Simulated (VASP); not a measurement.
# FeGe (B20): single point with PBEsol

Crystal: FeGe (B20).

```xyz
8
Lattice="4.5541 0.0000 0.0000 0.0000 4.5541 0.0000 0.0000 0.0000 4.5541" Properties=species:S:1:pos:R:3 pbc="T T T"
Fe    0.6155    0.6155    0.6155
Fe    1.6615    3.9386    2.8925
Fe    2.8925    1.6615    3.9386
Fe    3.9386    2.8925    1.6615
Ge    3.8206    3.8206    3.8206
Ge    3.0105    0.7334    1.5436
Ge    1.5436    3.0105    0.7334
Ge    0.7334    1.5436    3.0105
```

This cell differs from its parent crystal: volume scaled by 0.91.

| Property | Result |
| --- | --- |
| Program | VASP 6.6.1 |
| Task | single point |
| Functional | PBEsol |
| Potentials or basis | VASP PAW PBE potentials, release 64 (Fe, Ge_d) |
| Cutoff | 520 eV |
| k mesh | 10 × 10 × 10 |
| Occupations | gaussian, width 0.03 eV |
| Spin | no spin polarisation |

* Pressure: 3.7 GPa
* Largest force: 0.029 eV/Å
* Band gap on the k mesh: 0.10 eV, indirect (least direct gap 0.13 eV)

Forces on the atoms (eV/Å):
```
Fe   0.017  0.017  0.017
Fe  -0.017 -0.017  0.017
Fe   0.017 -0.017 -0.017
Fe  -0.017  0.017 -0.017
Ge   0.002  0.002  0.002
Ge  -0.002 -0.002  0.002
Ge   0.002 -0.002 -0.002
Ge  -0.002  0.002 -0.002
```

Levels at points of the mesh, in eV from the valence-band top:
| k point | band 41 | band 42 | band 43 | band 44 | band 45 | band 46 | band 47 | band 48 |
| --- | --- | --- | --- | --- | --- | --- | --- | --- |
| (0.00, 0.00, 0.00) | -0.22 | -0.22 | -0.05 | -0.05 | 0.51 | 0.51 | 0.51 | 2.49 |
| (0.50, 0.00, 0.00) | -0.34 | -0.34 | -0.01 | -0.01 | 0.15 | 0.15 | 1.61 | 1.61 |
| (0.50, 0.50, 0.00) | -0.94 | -0.94 | -0.31 | -0.31 | 0.56 | 0.56 | 1.03 | 1.03 |
| (0.50, 0.50, 0.50) | -0.54 | -0.54 | -0.54 | -0.54 | 0.37 | 0.37 | 0.37 | 0.37 |

It took 4.2 min on 1 thread of Intel(R) Xeon(R) Platinum 8488C (Sapphire Rapids) (shared host), peak memory 0.39 GiB.

Caveat: the PAW data sets were made with another functional, which shifts forces and pressure a little. Spin polarisation is off, so any magnetic state and its effect on volume and gap are missing.
